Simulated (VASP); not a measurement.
# Ga (P6/mmm) in VASP: further runs

The runs below take Ga through relaxation of shape and atoms at fixed volume, with PBE.

Program: VASP 6.6.1. These are calculated values, not measurements. Logs are shortened: lines on timing, memory, paths and dates and some standing lists are left out, and cuts for length are marked.

## 1. The cell of the first run

Symmetry: P6/mmm, No. 191, hexagonal system. The conventional cell has a = 2.708 Å, b = 2.708 Å, c = 2.593 Å, α = 90.00°, β = 90.00°, γ = 120.00°. Ga (site symmetry 6/mmm) has 8 Ga at 2.59 to 2.71 Å within 3.4 Å.

## 2. Relaxation of shape and atoms at fixed volume, PBE

The input, INCAR:

```
  PREC = Accurate
  ENCUT = 600
  EDIFF = 1E-6
  ISMEAR = -1
  SIGMA = 0.05
  LREAL = False
  LASPH = True
  NELM = 100
  ALGO = Normal
  ISIF = 4
  LWAVE = False
  LCHARG = False
  GGA = PE
  IBRION = 2
  NSW = 50
  EDIFFG = -0.005
```

The input, KPOINTS:

```
Automatic mesh
0
Gamma
  17 17 15
```

The input, POSCAR:

```
Ga
1.0
    2.7083960500      0.0000000000      0.0000000000
   -1.3541980250      2.3455397828      0.0000000000
    0.0000000000      0.0000000000      2.5928352177
Ga
1
Direct
    0.0000000000      0.0000000000      0.0000000000
```

Potentials or basis: VASP PAW PBE potentials, release 64 (Ga_d).

Command:

```
cat potpaw_PBE.64/Ga_d/POTCAR > POTCAR
mpirun -np 1 vasp_std > vasp.out
```

OUTCAR:

```text
PREC = Accurate
   ENCUT = 600
   EDIFF = 1E-6
   ISMEAR = -1
   LREAL = False
   LASPH = True
   NELM = 100
   ISIF = 4
   GGA = PE
   IBRION = 2
   NSW = 50
   EDIFFG = -0.005

 ion  position               nearest neighbor table
   1  0.000  0.000  0.000-

  LATTYP: Found a hexagonal cell.
 ALAT       =     2.7083960500
 C/A-ratio  =     0.9573323730

  Lattice vectors:

 A1 = (   2.7083960500,   0.0000000000,   0.0000000000)
 A2 = (  -1.3541980250,   2.3455397828,   0.0000000000)
 A3 = (   0.0000000000,   0.0000000000,   2.5928352177)

Analysis of symmetry for initial positions (statically):
=====================================================================
 Subroutine PRICEL returns:
 Original cell was already a primitive cell.

 Routine SETGRP: Setting up the symmetry group for a
 hexagonal supercell.

 Subroutine GETGRP returns: Found 24 space group operations
 (whereof 24 operations were pure point group operations)
 out of a pool of 24 trial point group operations.

The static configuration has the point symmetry D_6h.

Analysis of symmetry for dynamics (positions and initial velocities):
=====================================================================
 Subroutine PRICEL returns:
 Original cell was already a primitive cell.

 Routine SETGRP: Setting up the symmetry group for a
 hexagonal supercell.

 Subroutine GETGRP returns: Found 24 space group operations
 (whereof 24 operations were pure point group operations)
 out of a pool of 24 trial point group operations.

The dynamic configuration has the point symmetry D_6h.

 Subroutine INISYM returns: Found 24 space group operations
 (whereof 24 operations are pure point group operations),
 and found     1 'primitive' translations

----------------------------------------------------------------------------------------

                                     Primitive cell

  volume of cell :      16.4714

  direct lattice vectors                    reciprocal lattice vectors
     2.708396050  0.000000000  0.000000000     0.369222219  0.213170548  0.000000000
    -1.354198025  2.345539783  0.000000000     0.000000000  0.426341095  0.000000000
     0.000000000  0.000000000  2.592835218     0.000000000  0.000000000  0.385678192

  length of vectors
     2.708396050  2.708396050  2.592835218     0.426341095  0.426341095  0.385678192

  position of ions in fractional coordinates (direct lattice)
     0.000000000  0.000000000  0.000000000

  ion indices of the primitive-cell ions
   primitive index   ion index
                 1           1

----------------------------------------------------------------------------------------

 KPOINTS: Automatic mesh

Automatic generation of k-mesh.
 Grid dimensions read from file:
 generate k-points for:   17   17   15

 Generating k-lattice:

  Cartesian coordinates                     Fractional coordinates (reciprocal lattice)
     0.021718954  0.012539444  0.000000000     0.058823529 -0.000000000  0.000000000
     0.000000000  0.025078888  0.000000000     0.000000000  0.058823529  0.000000000
     0.000000000  0.000000000  0.025711879     0.000000000  0.000000000  0.066666667

  Length of vectors
     0.025078888  0.025078888  0.025711879

  Shift w.r.t. Gamma in fractional coordinates (k-lattice)
     0.000000000  0.000000000  0.000000000

 Subroutine IBZKPT returns following result:
 ===========================================

 Found    264 irreducible k-points:

 Following reciprocal coordinates:
            Coordinates               Weight
  0.000000  0.000000  0.000000      1.000000
  0.058824  0.000000  0.000000      6.000000
  0.117647  0.000000  0.000000      6.000000
  0.176471  0.000000  0.000000      6.000000
  0.235294  0.000000  0.000000      6.000000
  0.294118  0.000000  0.000000      6.000000
[... 16 lines left out ...]
  0.411765  0.117647  0.000000     12.000000
  0.176471  0.176471  0.000000      6.000000
 [... further k-points ...]
   k-points           NKPTS =    264   k-points in BZ     NKDIM =    264   number of bands    NBANDS=     10
   number of dos      NEDOS =    301   number of ions     NIONS =      1
   total plane-waves  NPLWV =  13824
   dimension x,y,z NGX =    24 NGY =   24 NGZ =   24
   dimension x,y,z NGXF=    48 NGYF=   48 NGZF=   48
   ions per type =               1
   NGX,Y,Z   is equivalent  to a cutoff of  14.73, 14.73, 15.39 a.u.
   NGXF,Y,Z  is equivalent  to a cutoff of  29.46, 29.46, 30.78 a.u.
 SYSTEM =  unknown system
   PREC   = accura    normal or accurate (medium, high low for compatibility)
   ISTART =      0    job   : 0-new  1-cont  2-samecut
   ICHARG =      2    charge: 1-file 2-atom 10-const
   ISPIN  =      1    spin polarized calculation?
   LNONCOLLINEAR =      F non collinear calculations
   LSORBIT =      F    spin-orbit coupling
   LASPH  =      T    aspherical Exc in radial PAW
   ENCUT  =  600.0 eV  44.10 Ry    6.64 a.u.   5.41  5.41  5.18*2*pi/ulx,y,z
   NELM   =    100;   NELMIN=  2; NELMDL= -5     # of ELM steps
   EDIFF  = 0.1E-05   stopping-criterion for ELM
   LREAL  =      F    real-space projection
   EDIFFG = -.5E-02   stopping-criterion for IOM
   NSW    =     50    number of steps for IOM
   IBRION =      2    ionic relax: 0-MD 1-quasi-New 2-CG
   NFREE  =      1    steps in history (QN), initial steepest desc. (CG)
   ISIF   =      4    stress and relaxation
   ISYM   =      2    0-nonsym 1-usesym 2-fastsym
   POTIM  = 0.5000    time-step for ionic-motion
   TEBEG  =    0.0;   TEEND  =   0.0 temperature during run
   PSTRESS=    0.0 pullay stress
   NELECT =      13.0000    total number of electrons
   NUPDOWN=      -1.0000    fix difference up-down
   EMIN   =  10.00;   EMAX   =-10.00  energy-range for DOS
   EFERMI =   0.00;   METHOD = LEGACY
   ISMEAR =    -1;   SIGMA  =   0.05  broadening in eV -4-tet -1-fermi 0-gaus
   EFERMI_NEDOS =   21; number of points for ismear=-14 and -15
   IALGO  =     38    algorithm
   IMIX   =      4    mixing-type and parameters
     AMIX     =   0.40;   BMIX     =  1.00
     AMIX_MAG =   1.60;   BMIX_MAG =  1.00
  volume/ion in A,a.u.               =      16.47       111.15
  Fermi-wavevector in a.u.,A,eV,Ry     =   1.512908  2.858982 31.142266  2.288892
  Thomas-Fermi vector in A             =   2.622770
   LORBIT       =      0    0 simple, 1 ext, 2 COOP (PROOUT), +10 PAW based schemes
   GGA     = PE    functional components
   LHFCALC =     F    Hartree Fock is set to
   AEXX    =    0.0000 exact exchange contribution
   IVDW    =     0    specifies the selected vdW correction
   LEPSILON=     F    determine dielectric tensor
   LRPA    =     F    only Hartree local field effects (RPA)
 conjugate gradient relaxation of ions
 non-spin polarized calculation
  energy-cutoff  :      600.00
  volume of cell :       16.47
 maximum number of plane-waves:       568
 NGX is ok and might be reduce to    24
   NGX = 11   NGY = 11   NGZ = 11

--------------------------------------- Ionic step        1  -------------------------------------------

 number of electron      13.0000006 magnetization

 Free energy of the ion-electron system (eV)
  ---------------------------------------------------
  ext. energy  EPLUGINS =         0.00000000
  ---------------------------------------------------
  free energy    TOTEN  =        -2.77238759 eV

  energy without entropy =       -2.76912669  energy(sigma->0) =       -2.77075714

------------------------ aborting loop because EDIFF is reached ----------------------------------------

  FORCE on cell =-STRESS in cart. coord.  units (eV):
  Direction    XX          YY          ZZ          XY          YZ          ZX
  --------------------------------------------------------------------------------------
  -------------------------------------------------------------------------------------
  Total        1.2368766      1.2368766      1.2228371      0.0000000      0.0000000      0.0000000
  in kB      120.3114786    120.3114786    118.9458553      0.0000000      0.0000000      0.0000000
  external PRESSURE =     119.8562708 kB  Pullay stress =       0.0000000 kB

 VOLUME and BASIS-vectors are now :
 -----------------------------------------------------------------------------
  energy-cutoff  :      600.00
  volume of cell :       16.47
      direct lattice vectors                 reciprocal lattice vectors
     2.708396050  0.000000000  0.000000000     0.369222219  0.213170548  0.000000000
    -1.354198025  2.345539783  0.000000000     0.000000000  0.426341095  0.000000000
     0.000000000  0.000000000  2.592835218     0.000000000  0.000000000  0.385678192

 POSITION                                       TOTAL-FORCE (eV/Angst)
 -----------------------------------------------------------------------------------
      0.00000      0.00000      0.00000         0.000000      0.000000      0.000000
 -----------------------------------------------------------------------------------
    total drift:                                0.000000     -0.000000      0.000000

  FREE ENERGIE OF THE ION-ELECTRON SYSTEM (eV)
  ---------------------------------------------------
  free  energy   TOTEN  =        -2.7723875934 eV

  energy  without entropy=       -2.7691266928  energy(sigma->0) =       -2.77075714

--------------------------------------- Ionic step        2  -------------------------------------------

 number of electron      13.0000006 magnetization

 Free energy of the ion-electron system (eV)
  ---------------------------------------------------
  ext. energy  EPLUGINS =         0.00000000
  ---------------------------------------------------
  free energy    TOTEN  =        -2.77239078 eV

  energy without entropy =       -2.76914008  energy(sigma->0) =       -2.77076543

 E-fermi :   6.6458     XC(G=0): -11.6684

 val. band max:        6.6252601343   @ k =   0.3529   0.0000   0.0000
 cond. band min:       6.7004923794   @ k =   0.4118   0.0000   0.3333
 fundamental gap:      0.0752322450
 Fermi energy:         6.6457784636

 k-point     1 :       0.0000    0.0000    0.0000
  band No.  band energies     occupation
      1      -8.6966      2.00000
      2      -8.3425      2.00000
      3      -8.3425      2.00000
      4      -7.9737      2.00000
      5      -7.9737      2.00000
      6      -5.3525      2.00000
      7      16.2169      0.00000
      8      19.5769      0.00000
      9      19.9473      0.00000
     10      19.9473      0.00000

 k-point     2 :       0.0588    0.0000    0.0000
  band No.  band energies     occupation
      1      -8.6890      2.00000
      2      -8.3477      2.00000
      3      -8.3293      2.00000
      4      -7.9804      2.00000
      5      -7.9751      2.00000
      6      -5.2563      2.00000
      7      16.3233      0.00000
      8      18.4674      0.00000
      9      19.4425      0.00000
     10      20.0157      0.00000

 k-point     3 :       0.1176    0.0000    0.0000
  band No.  band energies     occupation
      1      -8.6688      2.00000
      2      -8.3630      2.00000
      3      -8.2914      2.00000
      4      -7.9995      2.00000
      5      -7.9793      2.00000
      6      -4.9653      2.00000
      7      16.1860      0.00000
      8      16.6406      0.00000
      9      18.4138      0.00000
     10      19.9929      0.00000
[... 248 lines left out ...]
 k-point    23 :       0.4118    0.1176    0.0000
  band No.  band energies     occupation
      1      -8.5873      2.00000
      2      -8.4074      2.00000
      3      -8.1565      2.00000
      4      -8.0321      2.00000
      5      -7.9933      2.00000
      6       1.2757      2.00000
      7       3.0450      2.00000
      8      11.1938      0.00000
      9      21.4341      0.00000
     10      21.9883      0.00000

 k-point    24 :       0.1765    0.1765    0.0000
  band No.  band energies     occupation
      1      -8.5687      2.00000
      2      -8.4152      2.00000
      3      -8.1280      2.00000
      4      -8.0943      2.00000
      5      -8.0143      2.00000
      6      -2.6787      2.00000
      7      10.0497      0.00000
      8      11.3128      0.00000
      9      18.9699      0.00000
     10      22.0818      0.00000

 [... further k-points ...]

------------------------ aborting loop because EDIFF is reached ----------------------------------------

  FORCE on cell =-STRESS in cart. coord.  units (eV):
  Direction    XX          YY          ZZ          XY          YZ          ZX
  --------------------------------------------------------------------------------------
  -------------------------------------------------------------------------------------
  Total        1.2380693      1.2380693      1.2360163      0.0000000      0.0000000      0.0000000
  in kB      120.4274932    120.4274932    120.2277939      0.0000000      0.0000000      0.0000000
  external PRESSURE =     120.3609267 kB  Pullay stress =       0.0000000 kB

 VOLUME and BASIS-vectors are now :
 -----------------------------------------------------------------------------
  energy-cutoff  :      600.00
  volume of cell :       16.47
      direct lattice vectors                 reciprocal lattice vectors
     2.709007654  0.000000000  0.000000000     0.369138861  0.213122421  0.000000000
    -1.354503827  2.346069447  0.000000000     0.000000000  0.426244842  0.000000000
     0.000000000  0.000000000  2.591664597     0.000000000 -0.000000000  0.385852398

 POSITION                                       TOTAL-FORCE (eV/Angst)
 -----------------------------------------------------------------------------------
      0.00000      0.00000      0.00000        -0.000000      0.000000      0.000000
 -----------------------------------------------------------------------------------
    total drift:                                0.000000      0.000000      0.000000

  FREE ENERGIE OF THE ION-ELECTRON SYSTEM (eV)
  ---------------------------------------------------
  free  energy   TOTEN  =        -2.7723907786 eV

  energy  without entropy=       -2.7691400849  energy(sigma->0) =       -2.77076543

 reached required accuracy - stopping structural energy minimisation
```

It took 26 s on 1 thread of Intel Xeon Platinum 8488C (Sapphire Rapids), shared host; peak memory 0.18 GiB.

Results:

| Property | Result |
| --- | --- |
| Free energy | -2.7724 eV |
| Energy gained by relaxing | 0.0 meV/atom |
| Ionic steps | 2 |
| Pressure after relaxing | 12.0 GPa |

Final structure:
```yaml
crystal:
  lattice:
    - [2.70901, 0.00000, 0.00000]
    - [-1.35450, 2.34607, 0.00000]
    - [0.00000, 0.00000, 2.59166]
  atoms:
    - { symbol: Ga, position: [0.00000, 0.00000, 0.00000] }
```

## 3. Relaxation of shape and atoms at fixed volume, PBE

This run uses another cell than the first one, of 18.41 Å³/atom, 1.118 times its volume.

The input, INCAR:

```
SYSTEM = Ga
PREC     = Accurate       ! precision mode
ENCUT    = 600            ! plane-wave cutoff, eV
EDIFF    = 1E-6           ! SCF threshold, eV
ISMEAR   = -1             ! smearing method
SIGMA    = 0.05           ! smearing width, eV
LREAL    = .False.        ! projectors in reciprocal space
LASPH    = .True.         ! aspherical terms in the spheres
NELM     = 80             ! most SCF steps
ALGO     = Normal         ! electronic algorithm
ISIF     = 4              ! what is computed and relaxed
LWAVE    = .False.        ! write WAVECAR
LCHARG   = .False.        ! write CHGCAR
GGA      = PE             ! functional
IBRION   = 2              ! ionic algorithm
NSW      = 50             ! ionic steps
EDIFFG   = -0.005         ! ionic threshold
```

The input, KPOINTS:

```
Automatic mesh
0
Gamma
  17 17 15
  0 0 0
```

The input, POSCAR:

```
Ga
1.0
    2.8106950680      0.0000000000      0.0000000000
   -1.4053475340      2.4341333312      0.0000000000
    0.0000000000      0.0000000000      2.6907693793
Ga
1
Direct
    0.0000000000      0.0000000000      0.0000000000
```

Potentials or basis: VASP PAW PBE potentials, release 64 (Ga_d).

Command:

```
cat potpaw_PBE.64/Ga_d/POTCAR > POTCAR
mpirun -np 1 vasp_std > vasp.out
```

Wall time 31 s (1 thread of Intel Xeon Platinum 8488C (Sapphire Rapids), shared host); peak memory 0.19 GiB.

The run converged. Its results:

| Item | Value |
| --- | --- |
| Free energy | -2.8578 eV |
| Energy gained by relaxing | 0.0 meV/atom |
| Ionic steps | 2 |
| Pressure after relaxing | 2.9 GPa |

Final structure:
```
CELL_PARAMETERS angstrom
2.81145 0.00000 0.00000
-1.40573 2.43479 0.00000
0.00000 0.00000 2.68932
ATOMIC_POSITIONS crystal
Ga 0.00000 0.00000 0.00000
```

Levels at points of the mesh, in eV from the Fermi level:
| k point | band 2 | band 3 | band 4 | band 5 | band 6 | band 7 | band 8 | band 9 | band 10 |
| --- | --- | --- | --- | --- | --- | --- | --- | --- | --- |
| (0.00, 0.00, 0.00) | -14.89 | -14.89 | -14.61 | -14.61 | -11.15 | 8.82 | 12.04 | 12.04 | 12.11 |
